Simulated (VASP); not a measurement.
A run of VASP 6.6.1 is set up as follows.

Contents of POSCAR:

```
AlN
1.0
    3.1830984305      0.0000000000      0.0000000000
   -1.5915492152      2.7566441035      0.0000000000
    0.0000000000      0.0000000000      4.8352998849
Al N
2 2
Direct
    0.3333333333      0.6666666667      0.0016926132
    0.6666666667      0.3333333333      0.5016926132
    0.3333333333      0.6666666667      0.3833073868
    0.6666666667      0.3333333333      0.8833073868
```

File INCAR.step1:

```
  PREC = Accurate
  ENCUT = 520
  ISMEAR = 0
  SIGMA = 0.02
  LREAL = False
  LASPH = True
  NELM = 60
  NBANDS = 16
  GGA = PE
  ALGO = Normal
  EDIFF = 1E-4
  LWAVE = True
  LCHARG = False
```

INCAR.step2

```
  PREC = Accurate
  ENCUT = 520
  EDIFF = 1E-6
  ISMEAR = 0
  SIGMA = 0.02
  LREAL = False
  LASPH = True
  NELM = 60
  ALGO = Normal
  ISIF = 2
  LWAVE = False
  LCHARG = True
  METAGGA = R2SCAN
  LMIXTAU = True
  LELF = True
  LVHAR = True
  NBANDS = 16
  ISTART = 1
```

File KPOINTS:

```
Automatic mesh
0
Gamma
  9 9 6
```

Potentials or basis: VASP PAW PBE potentials, release 64 (Al, N).

Command:

```console
$ cat potpaw_PBE.64/Al/POTCAR potpaw_PBE.64/N/POTCAR > POTCAR
$ cp INCAR.step1 INCAR
$ mpirun -np 1 vasp_std > vasp.out
$ cp INCAR.step2 INCAR
$ mpirun -np 1 vasp_std > vasp.out
```

**Question.** What does it give for the band gap on the k mesh?

**Answer.** 4.59 eV, direct.

**Question.** Predict the largest force.

**Answer.** 0.714 eV/Å.

**Question.** Estimate the pressure.

**Answer.** -4.1 GPa.

Forces in eV/Å, atoms in the order of the input:
```
Al   0.000  0.000 -0.714
Al   0.000  0.000 -0.714
N    0.000  0.000  0.714
N    0.000  0.000  0.714
```

Caveat: the PAW data sets were made with another functional, which shifts forces and pressure a little. A k mesh can miss the band edges.
